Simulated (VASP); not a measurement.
A run of VASP 6.6.1 is set up as follows.

File INCAR:

```
SYSTEM = Al
  ALGO = Normal
  EDIFF = 1E-6
  ENCUT = 500
  GGA = PE
  GGA_COMPAT = .False.
  ISIF = 2
  ISMEAR = 0
  LASPH = .True.
  LCHARG = .False.
  LREAL = .False.
  LWAVE = .False.
  NBANDS = 8
  NELM = 120
  PREC = Accurate
  SIGMA = 0.1
```

KPOINTS

```
k-points
0
Gamma
  4 4 4
  0 0 0
```

The input POSCAR:

```
Al
1.0
   -1.5912186900      1.5912186900      1.5912186900
    1.5912186900     -1.5912186900      1.5912186900
    1.5912186900      1.5912186900     -1.5912186900
Al
1
Direct
    0.0000000000      0.0000000000      0.0000000000
```

Potentials or basis: VASP PAW PBE potentials, release 64 (Al).

Run with:

```console
$ cat potpaw_PBE.64/Al/POTCAR > POTCAR
$ mpirun -np 1 vasp_std > vasp.out
```

**Question.** What does it give for the pressure?

**Answer.** 4.2 GPa.

Caveat: the k points lie up to 0.70 Å⁻¹ apart.
